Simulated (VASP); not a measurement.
## Al: single point with LDA

The system is Al.

```
Al
1.0
    -1.59416    1.59416    1.59416
     1.59416   -1.59416    1.59416
     1.59416    1.59416   -1.59416
Al
1
Direct
  0.00000 0.00000 0.00000
```

* Program: VASP 6.6.1
* Task: single point
* Functional: LDA
* Potentials or basis: VASP PAW LDA potentials, release 64 (Al)
* Cutoff: 520 eV
* k mesh: 12 × 12 × 12
* Occupations: methfessel-paxton, width 0.15 eV
* Spin: no spin polarisation
* Dipole correction: no
* Further INCAR settings: ALGO = Normal; EDIFF = 1e-06; NBANDS = 8

```
Pressure : 0.1 GPa
```

Levels at points of the mesh, in eV from the Fermi level:
```tsv
k point	band 1	band 2	band 3	band 4	band 5	band 6
(0.00, 0.00, 0.00)	-11.18	13.34	13.34	13.34	14.73	14.73
(0.50, 0.00, 0.00)	-4.31	-3.86	8.21	8.36	10.09	11.53
(0.50, 0.50, 0.50)	1.91	1.91	1.91	3.07	3.07	5.63
```

It took 3.7 s on 1 thread of Intel(R) Xeon(R) 6975P-C (Granite Rapids) (shared host), peak memory 0.12 GiB.
